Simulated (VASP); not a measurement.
Here is a VASP 6.6.1 calculation.

File POSCAR:

```
LuPd
1.0
    3.4160138306      0.0000000000      0.0000000000
    0.0000000000      3.4160138306      0.0000000000
    0.0000000000      0.0000000000      3.4160138306
Lu Pd
1 1
Direct
    0.0000000000      0.0000000000      0.0000000000
    0.5000000000      0.5000000000      0.5000000000
```

The input INCAR.step1:

```
SYSTEM = LuPd
ALGO = Normal ; EDIFF = 1E-4
ENCUT = 520 ; GGA = PE
ISMEAR = -1 ; LASPH = .TRUE.
LCHARG = .FALSE. ; LREAL = .FALSE.
LWAVE = .TRUE. ; NBANDS = 24
NELM = 60 ; PREC = Accurate
SIGMA = 0.1
```

Contents of INCAR.step2:

```
SYSTEM = LuPd
ALGO = Normal ; EDIFF = 1E-7
ENCUT = 520 ; ISIF = 2
ISMEAR = -1 ; ISTART = 1
LASPH = .TRUE. ; LCHARG = .TRUE.
LELF = .TRUE. ; LMIXTAU = .TRUE.
LREAL = .FALSE. ; LVHAR = .TRUE.
LWAVE = .FALSE. ; METAGGA = R2SCAN
NBANDS = 24 ; NELM = 60
PREC = Accurate ; SIGMA = 0.1
```

File KPOINTS:

```
k-points
0
G
  14 14 14
  0 0 0
```

Potentials or basis: VASP PAW PBE potentials, release 64 (Lu, Pd).

Run with:

```console
$ cat potpaw_PBE.64/Lu/POTCAR potpaw_PBE.64/Pd/POTCAR > POTCAR
$ cp INCAR.step1 INCAR
$ mpirun -np 1 vasp_std > vasp.out
$ cp INCAR.step2 INCAR
$ mpirun -np 1 vasp_std > vasp.out
```

(1) Estimate the pressure.

## Answers

(1) 0.6 GPa.

Caveat: the PAW data sets were made with another functional, which shifts forces and pressure a little.
